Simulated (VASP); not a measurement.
Wanted: the native input for a VASP 6.6.1 run.

* Task: single point
* Functional: PBEsol
* Potentials or basis: VASP PAW PBE potentials, release 64 (Mg, O)
* Cutoff: 520 eV
* k mesh: 16 × 16 × 16
* Occupations: fermi-dirac, width 0.05 eV
* Spin: no spin polarisation
* Dipole correction: no
* Further INCAR settings: ALGO = Normal; EDIFF = 1e-06; NBANDS = 11

The structure of MgO (zincblende type) lies in POSCAR:

```
MgO
1.0
    0.0000000000      1.8740980870      1.8740980870
    1.8740980870      0.0000000000      1.8740980870
    1.8740980870      1.8740980870      0.0000000000
Mg O
1 1
Direct
    0.0000000000      0.0000000000      0.0000000000
    0.2500000000      0.2500000000      0.2500000000
```

One way to write it, as run:

INCAR

```
ALGO = Normal
EDIFF = 1E-6
ENCUT = 520
GGA = PS
ISIF = 2
ISMEAR = -1
LASPH = T
LCHARG = T
LELF = T
LREAL = F
LVHAR = T
LWAVE = F
NBANDS = 11
NELM = 60
PREC = Accurate
SIGMA = 0.05
```

KPOINTS

```
k-points
0
Gamma
  16 16 16
```

Potentials or basis: VASP PAW PBE potentials, release 64 (Mg, O).

The run is started by

```sh
$ cat potpaw_PBE.64/Mg/POTCAR potpaw_PBE.64/O/POTCAR > POTCAR
$ mpirun -np 1 vasp_std > vasp.out
```

Results of the run:

```yaml
Pressure: 249.7 GPa
Band_gap_on_the_k_mesh: 7.25 eV (least direct gap 7.98 eV)
```

Caveat: the cell stands under pressure; the PAW data sets were made with another functional, which shifts forces and pressure a little.

It took 31 s on 1 thread of Intel Xeon 8259CL (shared host), peak memory 0.14 GiB.
